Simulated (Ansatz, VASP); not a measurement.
# Pd in VASP and in Ansatz

```xyz
1
Lattice="0.0000 1.9449 2.0032 1.9449 0.0000 2.0032 1.9449 1.9449 0.0000" Properties=species:S:1:pos:R:3 pbc="T T T"
Pd    0.0000    0.0000    0.0000
```

Change from the starting cell: strain +0.0300 x Voigt [0, 0, 1, 0, 0, 0], atoms carried along.

Alike in both runs: task single point; functional PBE; k mesh 20 × 20 × 20; occupations gaussian, width 0.15 eV; no spin polarisation.

|  | VASP | Ansatz |
| --- | --- | --- |
| version | VASP 6.6.1 | Ansatz 0.2.0 |
| potentials or method | VASP PAW PBE potentials, release 64 (Pd), cutoff 520 eV | scalar-relativistic, plane waves, PAW |
| valence electrons in the cell | 10 | 18 |

Ansatz gave:

| Property | Result |
| --- | --- |
| gap on the k mesh at the Fermi level (eV) | none |
| pressure (GPa) | 2.0 |
| traceless stress, the component that is largest in VASP (GPa) | -1.13 |

What did VASP give for the same quantities?

gap on the k mesh at the Fermi level (eV): none; pressure (GPa): 1.8; traceless stress, the component that is largest in VASP (GPa): -1.11.

A gap of «none» marks a metal or a gap that the smearing closes. With one functional, cell and mesh, what is left measures potentials, basis and numerics. VASP's potentials hold 10 valence electrons a cell and Ansatz's 18, so a difference there can come from the potentials and not from the codes.
